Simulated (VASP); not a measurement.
Here is a VASP 6.6.1 calculation.

The input INCAR:

```
PREC = Accurate ; ENCUT = 520
EDIFF = 1E-7 ; ISMEAR = -1
SIGMA = 0.1 ; LREAL = F
LASPH = T ; NELM = 80
ALGO = Normal ; ISIF = 2
LWAVE = F ; LCHARG = T
GGA = CA ; LELF = T
LVHAR = T ; NBANDS = 13
```

The input KPOINTS:

```
regular mesh
0
Gamma
  10 10 10
```

File POSCAR:

```
Se
1.0
    0.0000000000      3.0424039291      3.0424039291
    3.0424039291      0.0000000000      3.0424039291
    3.0424039291      3.0424039291      0.0000000000
Se
2
Direct
    0.1250000000      0.1250000000      0.1250000000
    0.8750000000      0.8750000000      0.8750000000
```

Potentials or basis: VASP PAW LDA potentials, release 64 (Se).

The run is started by

```sh
$ cat potpaw_LDA.64/Se/POTCAR > POTCAR
$ mpirun -np 1 vasp_std > vasp.out
```

Q: Predict the pressure.

A: 2.3 GPa.

Q: Predict the band gap on the k mesh.

A: Zero (bands 6 and 7 overlap by 1.19 eV).
